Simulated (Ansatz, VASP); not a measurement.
One calculation of Lu, two programs

```
CELL_PARAMETERS angstrom
3.50482 0.00000 0.00000
-1.75241 3.03526 0.00000
0.00000 0.00000 5.46968
ATOMIC_POSITIONS crystal
Lu 0.33333 0.66667 0.25000
Lu 0.66667 0.33333 0.75000
```

Alike in both runs: task single point; functional r2SCAN; k mesh 6 × 6 × 4; occupations fermi-dirac, width 0.1 eV; no spin polarisation.

|  | VASP | Ansatz |
| --- | --- | --- |
| version | VASP 6.6.1 | Ansatz 0.2.0 |
| potentials or method | VASP PAW PBE potentials, release 64 (Lu), cutoff 520 eV | plane waves (500 eV) with PAW, scalar-relativistic |
| valence electrons in the cell | 50 | 50 |

Ansatz gave:

| Quantity | Value |
| --- | --- |
| pressure (GPa) | -0.2 |
| traceless stress, the component that is largest in VASP (GPa) | -0.16 |

What did VASP give for the same quantities?

Pressure (GPa): 0.1; traceless stress, the component that is largest in VASP (GPa): -0.12.

VASP's potentials were made for PBE, not for r2SCAN.

Spin-orbit coupling is off throughout.
